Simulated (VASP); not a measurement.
# GdN (Fm-3m) in VASP: a series of runs

The runs below take GdN through single point, with r2SCAN+U.

All numbers are computed with VASP 6.6.1; they aren't measurements. Logs are shortened: lines on timing, memory, paths and dates and some standing lists are left out, and cuts for length are marked.

### Step 1. The cell of the first run

Symmetry: Fm-3m, No. 225, cubic system. Conventional cell: a = 4.999 Å, b = 4.999 Å, c = 4.999 Å, α = 90.00°, β = 90.00°, γ = 90.00°. Within 3.3 Å of Gd (site symmetry m-3m) lie 6 N at 2.50 Å. N (site symmetry m-3m) has 6 Gd at 2.50 Å within 3.3 Å.

### Step 2. Single point, r2SCAN+U, collinear spin, ferromagnetic start

Input file POSCAR:

```
GdN
1.0
    0.0000000000      2.4994985700      2.4994985700
    2.4994985700      0.0000000000      2.4994985700
    2.4994985700      2.4994985700      0.0000000000
Gd N
1 1
Direct
    0.5000000000      0.5000000000      0.5000000000
    0.0000000000      0.0000000000      0.0000000000
```

Input file INCAR.step1:

```
SYSTEM = GdN
PREC = Accurate
ENCUT = 520
ISMEAR = 0
SIGMA = 0.05
LREAL = .False.
LASPH = .True.
NELM = 150
ISPIN = 2
MAGMOM = 7 0
LMAXMIX = 6
LDAU = .True.
LDAUTYPE = 2
LDAUL = 3 -1
LDAUU = 3 0
LDAUJ = 0 0
NBANDS = 22
GGA = PE
ALGO = Normal
EDIFF = 1E-4
LWAVE = .True.
LCHARG = .False.
```

Input file INCAR.step2:

```
SYSTEM = GdN
PREC = Accurate
ENCUT = 520
EDIFF = 1E-7
ISMEAR = 0
SIGMA = 0.05
LREAL = .False.
LASPH = .True.
NELM = 150
ALGO = Normal
ISIF = 2
LWAVE = .False.
LCHARG = .False.
ISPIN = 2
MAGMOM = 7 0
LORBIT = 11
LMAXMIX = 6
LDAU = .True.
LDAUTYPE = 2
LDAUL = 3 -1
LDAUU = 3 0
LDAUJ = 0 0
LDAUPRINT = 1
METAGGA = R2SCAN
LMIXTAU = .True.
NBANDS = 22
ISTART = 1
```

Input file KPOINTS:

```
regular mesh
0
Gamma
  7 7 7
  0 0 0
```

Potentials or basis: VASP PAW PBE potentials, release 64 (Gd, N).

The run is started by

```
cat potpaw_PBE.64/Gd/POTCAR potpaw_PBE.64/N/POTCAR > POTCAR
cp INCAR.step1 INCAR
mpirun -np 1 vasp_std > vasp.out
cp INCAR.step2 INCAR
mpirun -np 1 vasp_std > vasp.out
```

OUTCAR:

```text
SYSTEM = GdN
   PREC = Accurate
   ENCUT = 520
   EDIFF = 1E-7
   ISMEAR = 0
   LREAL = .False.
   LASPH = .True.
   NELM = 150
   ISIF = 2
   ISPIN = 2
   LORBIT = 11
   METAGGA = R2SCAN
   ISTART = 1

 ion  position               nearest neighbor table
   1  0.500  0.500  0.500-   2 2.50   2 2.50   2 2.50   2 2.50   2 2.50   2 2.50
   2  0.000  0.000  0.000-   1 2.50   1 2.50   1 2.50   1 2.50   1 2.50   1 2.50

  LATTYP: Found a face centered cubic cell.
 ALAT       =     4.9989971400

  Lattice vectors:

 A1 = (   0.0000000000,   2.4994985700,   2.4994985700)
 A2 = (   2.4994985700,   0.0000000000,   2.4994985700)
 A3 = (   2.4994985700,   2.4994985700,   0.0000000000)

Analysis of symmetry for initial positions (statically):
=====================================================================
 Subroutine PRICEL returns:
 Original cell was already a primitive cell.

 Routine SETGRP: Setting up the symmetry group for a
 face centered cubic supercell.

 Subroutine GETGRP returns: Found 48 space group operations
 (whereof 48 operations were pure point group operations)
 out of a pool of 48 trial point group operations.

The static configuration has the point symmetry O_h .

Analysis of symmetry for dynamics (positions and initial velocities):
=====================================================================
 Subroutine PRICEL returns:
 Original cell was already a primitive cell.

 Routine SETGRP: Setting up the symmetry group for a
 face centered cubic supercell.

 Subroutine GETGRP returns: Found 48 space group operations
 (whereof 48 operations were pure point group operations)
 out of a pool of 48 trial point group operations.

The dynamic configuration has the point symmetry O_h .

Analysis of structural, dynamic, and magnetic symmetry:
=====================================================================
 Subroutine PRICEL returns:
 Original cell was already a primitive cell.

 Routine SETGRP: Setting up the symmetry group for a
 face centered cubic supercell.

 Subroutine GETGRP returns: Found 48 space group operations
 (whereof 48 operations were pure point group operations)
 out of a pool of 48 trial point group operations.

The overall configuration has the point symmetry O_h .

 Subroutine INISYM returns: Found 48 space group operations
 (whereof 48 operations are pure point group operations),
 and found     1 'primitive' translations

----------------------------------------------------------------------------------------

                                     Primitive cell

  volume of cell :      31.2312

  direct lattice vectors                    reciprocal lattice vectors
     0.000000000  2.499498570  2.499498570    -0.200040122  0.200040122  0.200040122
     2.499498570  0.000000000  2.499498570     0.200040122 -0.200040122  0.200040122
     2.499498570  2.499498570  0.000000000     0.200040122  0.200040122 -0.200040122

  length of vectors
[... 123 lines left out ...]

spin component  1

  0.9914  0.0000  0.0010 -0.0000 -0.0000 -0.0000  0.0000
  0.0000  0.9887 -0.0000 -0.0000 -0.0000 -0.0000  0.0000
  0.0010 -0.0000  0.9909 -0.0000 -0.0000  0.0000 -0.0000
 -0.0000 -0.0000 -0.0000  0.9921  0.0000  0.0000  0.0000
 -0.0000 -0.0000 -0.0000  0.0000  0.9909 -0.0000 -0.0010
 -0.0000 -0.0000  0.0000  0.0000 -0.0000  0.9902 -0.0000
  0.0000  0.0000 -0.0000  0.0000 -0.0010 -0.0000  0.9914

spin component  2

  0.0089 -0.0000  0.0039 -0.0000 -0.0000  0.0000  0.0000
 -0.0000  0.0003  0.0000  0.0000  0.0000  0.0000  0.0000
  0.0039  0.0000  0.0069 -0.0000 -0.0000 -0.0000  0.0000
 -0.0000  0.0000 -0.0000  0.0119  0.0000 -0.0000  0.0000
 -0.0000  0.0000 -0.0000  0.0000  0.0069 -0.0000 -0.0039
  0.0000  0.0000 -0.0000 -0.0000 -0.0000  0.0038  0.0000
  0.0000  0.0000  0.0000  0.0000 -0.0039  0.0000  0.0089

 occupancies and eigenvectors

[... 9 lines left out ...]
  o =  0.9921  v =  0.7906  0.0000  0.6124 -0.0000 -0.0000  0.0000  0.0000  0.0000  0.0000  0.0000  0.0000  0.0000  0.0000  0.0000      0.0000  0.0000  0.0000  0.0000  0.0000  0.0000  0.0000  0.0000  0.0000  0.0000  0.0000  0.0000  0.0000  0.0000
  o =  0.9921  v =  0.0000  0.0000  0.0000 -0.0862  0.6101 -0.0000 -0.7876  0.0000  0.0000  0.0000  0.0000  0.0000  0.0000  0.0000      0.0000  0.0000  0.0000  0.0000  0.0000  0.0000  0.0000  0.0000  0.0000  0.0000  0.0000  0.0000  0.0000  0.0000
  o =  0.9921  v =  0.0000 -0.0000  0.0000  0.9963  0.0528  0.0000 -0.0682  0.0000  0.0000  0.0000  0.0000  0.0000  0.0000  0.0000      0.0000  0.0000  0.0000  0.0000  0.0000  0.0000  0.0000  0.0000  0.0000  0.0000  0.0000  0.0000  0.0000  0.0000

 number of electron      23.0000005 magnetization       7.0000009

 Free energy of the ion-electron system (eV)
  ---------------------------------------------------
  ext. energy  EPLUGINS =         0.00000000
  ---------------------------------------------------
  free energy    TOTEN  =       -53.66107501 eV

  energy without entropy =      -53.66082828  energy(sigma->0) =      -53.66095165

 E-fermi :   3.6751     XC(G=0): -12.1967

 val. band max:        3.6751152469   @ k =   0.4286   0.4286   0.0000
 cond. band min:       3.9038095213   @ k =   0.0000   0.0000   0.0000
 fundamental gap:      0.2286942744
 Fermi energy:         3.6751153160

 spin component 1

 k-point     1 :       0.0000    0.0000    0.0000
  band No.  band energies     occupation
      1     -41.7176      1.00000
      2     -18.0392      1.00000
      3     -18.0391      1.00000
      4     -18.0391      1.00000
      5      -9.9869      1.00000
      6      -1.7030      1.00000
[... 489 lines left out ...]
     21      15.8778      0.00000
     22      17.1112      0.00000
 Fermi energy:         3.6751153160

 spin component 2

 k-point     1 :       0.0000    0.0000    0.0000
  band No.  band energies     occupation
      1     -38.0007      1.00000
      2     -15.4175      1.00000
      3     -15.4174      1.00000
      4     -15.4174      1.00000
      5     -10.0621      1.00000
      6       3.1048      1.00000
[... 489 lines left out ...]
     21      17.0416      0.00000
     22      18.4110      0.00000

------------------------ aborting loop because EDIFF is reached ----------------------------------------

  FORCE on cell =-STRESS in cart. coord.  units (eV):
  Direction    XX          YY          ZZ          XY          YZ          ZX
  --------------------------------------------------------------------------------------
  -------------------------------------------------------------------------------------
  Total       -0.2608561     -0.2608561     -0.2608561     -0.0000000     -0.0000000     -0.0000000
  in kB      -13.3820572    -13.3820572    -13.3820572     -0.0000000     -0.0000000     -0.0000000
  external PRESSURE =     -13.3820572 kB  Pullay stress =       0.0000000 kB

 VOLUME and BASIS-vectors are now :
 -----------------------------------------------------------------------------
  energy-cutoff  :      520.00
  volume of cell :       31.23
      direct lattice vectors                 reciprocal lattice vectors
     0.000000000  2.499498570  2.499498570    -0.200040122  0.200040122  0.200040122
     2.499498570  0.000000000  2.499498570     0.200040122 -0.200040122  0.200040122
     2.499498570  2.499498570  0.000000000     0.200040122  0.200040122 -0.200040122

 POSITION                                       TOTAL-FORCE (eV/Angst)
 -----------------------------------------------------------------------------------
      2.49950      2.49950      2.49950        -0.000000     -0.000000      0.000000
      0.00000      0.00000      0.00000         0.000000      0.000000      0.000000
 -----------------------------------------------------------------------------------
    total drift:                                0.000000      0.000000      0.000000

  FREE ENERGIE OF THE ION-ELECTRON SYSTEM (eV)
  ---------------------------------------------------
  free  energy   TOTEN  =       -53.6610750146 eV

  energy  without entropy=      -53.6608282820  energy(sigma->0) =      -53.66095165

 total charge

# of ion       s       p       d       f       tot
--------------------------------------------------
    1        2.038   5.694   0.513   6.976  15.220
    2        1.252   2.416   0.000   0.000   3.669
--------------------------------------------------
tot          3.291   8.110   0.513   6.976  18.889

 magnetization (x)

# of ion       s       p       d       f       tot
--------------------------------------------------
    1       -0.011  -0.133   0.080   6.883   6.819
    2       -0.012  -0.122   0.000   0.000  -0.133
--------------------------------------------------
tot         -0.023  -0.255   0.080   6.883   6.686
```

It took 2.2 min on 1 thread of AMD EPYC 9R45 (Zen 5), shared host; peak memory 0.17 GiB.

Results:

- Free energy: -53.6611 eV
- Pressure: -1.3 GPa
- Band gap on the k mesh: zero (filled and empty bands overlap)
- Net moment: 7.00 μB per cell
- Site moments: Gd +6.82; N -0.13 μB
- Valence electrons inside the program's atomic spheres: Gd 15.22; N 3.67

Eigenvalues of the final occupation matrices:
```tsv
site	spin	trace	eigenvalues
site 1 f	1	6.94	0.99 0.99 0.99 0.99 0.99 0.99 0.99
site 1 f	2	0.05	0.00 0.00 0.00 0.00 0.01 0.01 0.01
```

Caveat: the PAW data sets were made with another functional, which shifts forces and pressure a little; spin-orbit coupling is left out, which moves the levels of the heavy elements; a cell with one magnetic atom can't hold antiferromagnetic order, which such compounds often take. The state reached can hang on the start; a lower one may exist.

### Step 3. Single point, r2SCAN+U, collinear spin, ferromagnetic start

POSCAR is that of step 2.

Input file INCAR.step1:

```
PREC     = Accurate       # precision mode
ENCUT    = 520            # plane-wave cutoff, eV
ISMEAR   = 0              # smearing method
SIGMA    = 0.05           # smearing width, eV
LREAL    = F              # projectors in reciprocal space
LASPH    = T              # aspherical terms in the spheres
NELM     = 150            # most SCF steps
ISPIN    = 2              # spin polarisation
MAGMOM   = 7 0            # initial moments
LMAXMIX  = 6              # l up to which the mixer works
LDAU     = T              # DFT+U
LDAUTYPE = 2            
LDAUL    = 3 -1           # shell
LDAUU    = 3 0            # U, eV
LDAUJ    = 0 0          
NBANDS   = 22             # bands
GGA      = PE             # functional
ALGO     = Normal         # electronic algorithm
EDIFF    = 1E-4           # SCF threshold, eV
LWAVE    = T              # write WAVECAR
LCHARG   = F              # write CHGCAR
```

Input file INCAR.step2:

```
PREC     = Accurate       # precision mode
ENCUT    = 520            # plane-wave cutoff, eV
EDIFF    = 1E-6           # SCF threshold, eV
ISMEAR   = 0              # smearing method
SIGMA    = 0.05           # smearing width, eV
LREAL    = F              # projectors in reciprocal space
LASPH    = T              # aspherical terms in the spheres
NELM     = 150            # most SCF steps
ALGO     = Normal         # electronic algorithm
ISIF     = 2              # what is computed and relaxed
LWAVE    = F              # write WAVECAR
LCHARG   = T              # write CHGCAR
ISPIN    = 2              # spin polarisation
MAGMOM   = 7 0            # initial moments
LORBIT   = 11             # projections on sites
LMAXMIX  = 6              # l up to which the mixer works
LDAU     = T              # DFT+U
LDAUTYPE = 2            
LDAUL    = 3 -1           # shell
LDAUU    = 3 0            # U, eV
LDAUJ    = 0 0          
LDAUPRINT= 1            
METAGGA  = R2SCAN         # meta-GGA
LMIXTAU  = T            
LELF     = T              # ELF
LVHAR    = T            
NBANDS   = 22             # bands
ISTART   = 1
```

Input file KPOINTS:

```
Automatic mesh
0
Gamma
  7 7 7
```

Potentials or basis: VASP PAW PBE potentials, release 64 (Gd, N).

The run is started by

```
cat potpaw_PBE.64/Gd/POTCAR potpaw_PBE.64/N/POTCAR > POTCAR
cp INCAR.step1 INCAR
mpirun -np 1 vasp_std > vasp.out
cp INCAR.step2 INCAR
mpirun -np 1 vasp_std > vasp.out
```

It took 88 s on 1 thread of AMD EPYC 9R45 (Zen 5), shared host; peak memory 0.18 GiB.

Results (log left out):

```
Free energy                                           : -53.6611 eV
Pressure                                              : -1.4 GPa
Band gap on the k mesh                                : zero (filled and empty bands overlap)
Net moment                                            : 7.00 μB per cell
Site moments                                          : Gd +6.82; N -0.13 μB
Valence electrons inside the program's atomic spheres : Gd 15.22; N 3.67
```

Levels at points of the mesh, in eV from the Fermi level:
Spin up:
| k point | band 11 | band 12 | band 13 | band 14 | band 15 | band 16 | band 17 | band 18 | band 19 | band 20 |
| --- | --- | --- | --- | --- | --- | --- | --- | --- | --- | --- |
| (0.00, 0.00, 0.00) | -5.11 | -5.11 | 0.23 | 0.23 | 0.23 | 2.83 | 2.83 | 2.83 | 3.80 | 4.94 |
Spin down:
```
           k point  band 4  band 5  band 6  band 7  band 8  band 9  band 10  band 11  band 12  band 13
(0.00, 0.00, 0.00)  -19.09  -13.74   -0.57   -0.57   -0.57    3.79     3.79     3.79     4.30     4.50
```

Eigenvalues of the final occupation matrices:
| site | spin | trace | eigenvalues |
| --- | --- | --- | --- |
| site 1 f | 1 | 6.94 | 0.99 0.99 0.99 0.99 0.99 0.99 0.99 |
| site 1 f | 2 | 0.05 | 0.00 0.00 0.00 0.00 0.01 0.01 0.01 |

Caveat: the PAW data sets were made with another functional, which shifts forces and pressure a little; spin-orbit coupling is left out, which moves the levels of the heavy elements; a cell with one magnetic atom can't hold antiferromagnetic order, which such compounds often take. The state reached can hang on the start; a lower one may exist.

### Step 4. Single point, r2SCAN+U, collinear spin, ferrimagnetic start

POSCAR is that of step 3.

Input file INCAR.step1:

```
  PREC = Accurate
  ENCUT = 520
  ISMEAR = 0
  SIGMA = 0.05
  LREAL = False
  LASPH = True
  NELM = 150
  ISPIN = 2
  MAGMOM = 7.65 -0.17
  LMAXMIX = 6
  LDAU = True
  LDAUTYPE = 2
  LDAUL = 3 -1
  LDAUU = 3 0
  LDAUJ = 0 0
  NBANDS = 22
  GGA = PE
  ALGO = Normal
  EDIFF = 1E-4
  LWAVE = True
  LCHARG = False
```

Input file INCAR.step2:

```
  PREC = Accurate
  ENCUT = 520
  EDIFF = 1E-6
  ISMEAR = 0
  SIGMA = 0.05
  LREAL = False
  LASPH = True
  NELM = 150
  ALGO = Normal
  ISIF = 2
  LWAVE = False
  LCHARG = True
  ISPIN = 2
  MAGMOM = 7.65 -0.17
  LORBIT = 11
  LMAXMIX = 6
  LDAU = True
  LDAUTYPE = 2
  LDAUL = 3 -1
  LDAUU = 3 0
  LDAUJ = 0 0
  LDAUPRINT = 1
  METAGGA = R2SCAN
  LMIXTAU = True
  LELF = True
  LVHAR = True
  NBANDS = 22
  ISTART = 1
```

Input file KPOINTS:

```
regular mesh
0
Gamma
  7 7 7
```

The run is started by

```
cat potpaw_PBE.64/Gd/POTCAR potpaw_PBE.64/N/POTCAR > POTCAR
cp INCAR.step1 INCAR
mpirun -np 1 vasp_std > vasp.out
cp INCAR.step2 INCAR
mpirun -np 1 vasp_std > vasp.out
```

Run time: 1.7 min. Hardware: 1 thread of AMD EPYC 9R45 (Zen 5), shared host; peak memory 0.17 GiB.

It converged, with:

| Property | Result |
| --- | --- |
| Free energy | -53.6611 eV |
| Pressure | -1.3 GPa |
| Band gap on the k mesh | zero (filled and empty bands overlap) |
| Net moment | 7.00 μB per cell |
| Site moments | Gd +6.82; N -0.13 μB |
| Valence electrons inside the program's atomic spheres | Gd 15.22; N 3.67 |

Levels at points of the mesh, in eV from the Fermi level:
Spin up:
```
           k point  band 12  band 13  band 14  band 15  band 16  band 17  band 18  band 19
(0.00, 0.00, 0.00)    -5.11     0.23     0.23     0.23     2.83     2.83     2.83     3.80
```
Spin down:
| k point | band 4 | band 5 | band 6 | band 7 | band 8 | band 9 | band 10 | band 11 | band 12 | band 13 |
| --- | --- | --- | --- | --- | --- | --- | --- | --- | --- | --- |
| (0.00, 0.00, 0.00) | -19.09 | -13.74 | -0.57 | -0.57 | -0.57 | 3.79 | 3.79 | 3.79 | 4.30 | 4.50 |

Eigenvalues of the final occupation matrices:
```
    site  spin  trace                         eigenvalues
site 1 f     1   6.94  0.99 0.99 0.99 0.99 0.99 0.99 0.99
site 1 f     2   0.05  0.00 0.00 0.00 0.00 0.01 0.01 0.01
```

Caveat: the PAW data sets were made with another functional, which shifts forces and pressure a little; spin-orbit coupling is left out, which moves the levels of the heavy elements; a cell with one magnetic atom can't hold antiferromagnetic order, which such compounds often take. The state reached can hang on the start; a lower one may exist.

### Step 5. Single point, r2SCAN+U, collinear spin, ferrimagnetic start

POSCAR is that of step 4.

Input file INCAR.step1:

```
SYSTEM = GdN
PREC = Accurate
ENCUT = 520
ISMEAR = 0
SIGMA = 0.05
LREAL = .False.
LASPH = .True.
NELM = 150
ISPIN = 2
MAGMOM = 7.65 -0.17
LMAXMIX = 6
LDAU = .True.
LDAUTYPE = 2
LDAUL = 3 -1
LDAUU = 3 0
LDAUJ = 0 0
NBANDS = 22
GGA = PE
ALGO = Normal
EDIFF = 1E-4
LWAVE = .True.
LCHARG = .False.
```

Input file INCAR.step2:

```
SYSTEM = GdN
PREC = Accurate
ENCUT = 520
EDIFF = 1E-6
ISMEAR = 0
SIGMA = 0.05
LREAL = .False.
LASPH = .True.
NELM = 150
ALGO = Normal
ISIF = 2
LWAVE = .False.
LCHARG = .True.
ISPIN = 2
MAGMOM = 7.65 -0.17
LORBIT = 11
LMAXMIX = 6
LDAU = .True.
LDAUTYPE = 2
LDAUL = 3 -1
LDAUU = 3 0
LDAUJ = 0 0
LDAUPRINT = 1
METAGGA = R2SCAN
LMIXTAU = .True.
LELF = .True.
LVHAR = .True.
NBANDS = 22
ISTART = 1
```

Input file KPOINTS:

```
regular mesh
0
Gamma
  7 7 7
  0 0 0
```

The run is started by

```
cat potpaw_PBE.64/Gd/POTCAR potpaw_PBE.64/N/POTCAR > POTCAR
cp INCAR.step1 INCAR
mpirun -np 1 vasp_std > vasp.out
cp INCAR.step2 INCAR
mpirun -np 1 vasp_std > vasp.out
```

Wall time 1.8 min (1 thread of AMD EPYC 9R45 (Zen 5), shared host); peak memory 0.17 GiB.

It converged, with:

```
Free energy                                           : -53.6611 eV
Pressure                                              : -1.3 GPa
Band gap on the k mesh                                : zero (filled and empty bands overlap)
Net moment                                            : 7.00 μB per cell
Site moments                                          : Gd +6.82; N -0.13 μB
Valence electrons inside the program's atomic spheres : Gd 15.22; N 3.67
```

Levels at points of the mesh, in eV from the Fermi level:
Spin up:
| k point | band 13 | band 14 | band 15 | band 16 | band 17 | band 18 |
| --- | --- | --- | --- | --- | --- | --- |
| (0.00, 0.00, 0.00) | 0.23 | 0.23 | 0.23 | 2.83 | 2.83 | 2.83 |
Spin down:
| k point | band 5 | band 6 | band 7 | band 8 | band 9 | band 10 | band 11 | band 12 |
| --- | --- | --- | --- | --- | --- | --- | --- | --- |
| (0.00, 0.00, 0.00) | -13.74 | -0.57 | -0.57 | -0.57 | 3.79 | 3.79 | 3.79 | 4.30 |

Eigenvalues of the final occupation matrices:
```tsv
site	spin	trace	eigenvalues
site 1 f	1	6.94	0.99 0.99 0.99 0.99 0.99 0.99 0.99
site 1 f	2	0.05	0.00 0.00 0.00 0.00 0.01 0.01 0.01
```

Caveat: the PAW data sets were made with another functional, which shifts forces and pressure a little; spin-orbit coupling is left out, which moves the levels of the heavy elements; a cell with one magnetic atom can't hold antiferromagnetic order, which such compounds often take. The state reached can hang on the start; a lower one may exist.
